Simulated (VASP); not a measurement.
Here is a VASP 6.6.1 calculation.

File INCAR:

```
PREC = Accurate
ENCUT = 500
EDIFF = 1E-6
ISMEAR = -1
SIGMA = 0.05
LREAL = False
LASPH = True
NELM = 120
ALGO = Normal
ISIF = 2
LWAVE = False
LCHARG = False
GGA = PE
NBANDS = 8
GGA_COMPAT = False
```

The input KPOINTS:

```
Automatic mesh
0
Gamma
  12 12 12
```

POSCAR

```
Sb
1.0
    2.6240224647      0.0000000000      0.0000000000
    0.0000000000      2.6240224647      0.0000000000
    0.0000000000      0.0000000000      2.6240224647
Sb
1
Direct
    0.0000000000      0.0000000000      0.0000000000
```

Potentials or basis: VASP PAW PBE potentials, release 64 (Sb).

The run is started by

```console
$ cat potpaw_PBE.64/Sb/POTCAR > POTCAR
$ mpirun -np 1 vasp_std > vasp.out
```

(1) What does it give for the pressure?

Results:

(1) 91.7 GPa.
